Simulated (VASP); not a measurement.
Write the native input for VASP 6.6.1 that does the following.

```yaml
Task: single point
Functional: LDA
Potentials_or_basis: VASP PAW LDA potentials, release 64 (C)
Cutoff: 520 eV
k_mesh: 15 × 15 × 4
Occupations: fermi-dirac, width 0.1 eV
Spin: no spin polarisation
Dipole_correction: no
Further_INCAR_settings: ALGO = Normal; EDIFF = 1e-07; NBANDS = 11
```

The structure of C lies in POSCAR:

```
C
1.0
    2.4447237704      0.0000000000      0.0000000000
   -1.2223618852      2.1171928904      0.0000000000
    0.0000000000      0.0000000000      8.5238927671
C
2
Direct
    0.3333333333      0.6666666667      0.0000000000
    0.6666666667      0.3333333333      0.0000000000
```

These files were run (other wordings do the same):

INCAR

```
  PREC = Accurate
  ENCUT = 520
  EDIFF = 1E-7
  ISMEAR = -1
  SIGMA = 0.1
  LREAL = F
  LASPH = T
  NELM = 100
  ALGO = Normal
  ISIF = 2
  LWAVE = F
  LCHARG = F
  NBANDS = 11
```

KPOINTS

```
Automatic mesh
0
Gamma
  15 15 4
```

Potentials or basis: VASP PAW LDA potentials, release 64 (C).

Launch:

```console
$ cat potpaw_LDA.64/C/POTCAR > POTCAR
$ mpirun -np 1 vasp_std > vasp.out
```

It gave:

```yaml
Band_gap_on_the_k_mesh: zero (filled and empty bands touch)
```

It took 38 s on 1 thread of Intel(R) Xeon(R) Platinum 8375C CPU @ 2.90GHz (Ice Lake) (shared host), peak memory 0.15 GiB.
